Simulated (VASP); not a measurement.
Wanted: the native input for a VASP 6.6.1 run.

* Task: single point
* Functional: PBEsol
* Potentials or basis: VASP PAW PBE potentials, release 64 (Ca_sv)
* Cutoff: 520 eV
* k mesh: 14 × 14 × 14
* Occupations: gaussian, width 0.1 eV
* Spin: no spin polarisation
* Dipole correction: no
* Further INCAR settings: ALGO = Fast; EDIFF = 1e-06; NBANDS = 11

The structure of Ca lies in POSCAR:

```
Ca
1.0
   -2.0203220706      2.0901722850      2.4278681899
    2.0203220706     -2.0901722850      2.4278681899
    2.0203220706      2.0901722850     -2.4278681899
Ca
1
Direct
    0.5000000000      0.5000000000      0.0000000000
```

This cell differs from its parent crystal: strained.

The input as run:

INCAR

```
SYSTEM = Ca
PREC = Accurate
ENCUT = 520
EDIFF = 1E-6
ISMEAR = 0
SIGMA = 0.1
LREAL = .FALSE.
LASPH = .TRUE.
NELM = 60
ALGO = Fast
ISIF = 2
LWAVE = .FALSE.
LCHARG = .FALSE.
GGA = PS
NBANDS = 11
```

KPOINTS

```
regular mesh
0
G
  14 14 14
  0 0 0
```

Potentials or basis: VASP PAW PBE potentials, release 64 (Ca_sv).

Command:

```sh
$ cat potpaw_PBE.64/Ca_sv/POTCAR > POTCAR
$ mpirun -np 1 vasp_std > vasp.out
```

It gave:

```
Pressure               : -0.2 GPa
Band gap on the k mesh : zero (bands 5 and 6 overlap by 0.36 eV)
```

Caveat: the cell differs from its parent crystal (strained); the PAW data sets were made with another functional, which shifts forces and pressure a little.

Wall time 2.8 min on 1 thread of Intel Xeon 8259CL (shared host), peak memory 0.31 GiB.
